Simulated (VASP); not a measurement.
The system is Al2P.

```
CELL_PARAMETERS angstrom
6.50519 0.00000 0.00000
0.00000 6.50519 0.00000
0.00000 0.00000 3.23102
ATOMIC_POSITIONS crystal
Al 0.27907 0.27907 0.00000
Al 0.72093 0.72093 0.00000
Al 0.77907 0.22093 0.50000
Al 0.22093 0.77907 0.50000
P 0.00000 0.00000 0.00000
P 0.50000 0.50000 0.50000
```

| Item | Value |
| --- | --- |
| Program | VASP 6.6.1 |
| Task | relaxation of cell and atoms |
| Functional | PBE |
| Potentials or basis | VASP PAW PBE potentials, release 64 (Al, P) |
| Cutoff | 600 eV |
| k mesh | 4 × 4 × 6 |
| Occupations | gaussian, width 0.1 eV |
| Spin | no spin polarisation |

At the start: pressure -5.6 GPa; volume 22.79 Å³/atom.

Question: How do energy, volume and symmetry change on relaxing?

Answer: Over 22 steps the energy falls by 181.7 meV/atom and the volume is 20.38 Å³/atom (-10.6 %); space group P4_2/mnm (No. 136, to 0.05 Å).

Step by step:
```
step  energy change (eV)  largest force (eV/Å)  pressure (GPa)  volume (Å³)
   1              0.0000                0.0161           -5.61       136.73
   2             -0.3505                0.1240           -0.92       121.53
   3             -0.3580                0.1454            0.10       119.40
   4             -0.4004                0.0787            0.44       118.98
   5             -0.5815                0.7789            2.15       117.57
   6             -0.3403                1.9970            5.87       114.12
   7             -0.6392                1.0499            2.79       116.70
   8             -0.6398                1.1088            2.91       116.51
   9             -0.6437                1.1274            2.91       116.51
  10             -0.6517                1.1845            2.92       116.53
  11             -0.6514                1.3077            3.05       116.55
  12             -0.6544                1.2444            2.98       116.54
  13             -0.6640                1.2307            2.88       116.68
  14             -0.6918                1.1897            2.60       117.11
  15             -0.7432                1.1106            2.06       117.96
  16             -0.8303                0.9629            1.07       119.67
  17             -0.9467                0.7060           -0.64       123.14
  18             -0.9837                0.2960           -3.33       130.23
  19             -0.9980                0.4253           -2.49       127.73
  20             -1.0401                0.3264           -1.86       126.23
  21             -1.0898                0.0194            0.33       121.81
  22             -1.0904                0.0215            0.07       122.28
```

Final structure:
```
Al P
1.0
     5.88307    0.00000    0.00000
     0.00000    5.88307    0.00000
     0.00000    0.00000    3.53294
Al P
4 2
Cartesian
  1.7212 1.7212 0.0000
  4.1618 4.1618 0.0000
  4.6628 1.2203 1.7665
  1.2203 4.6628 1.7665
  0.0000 0.0000 0.0000
  2.9415 2.9415 1.7665
```
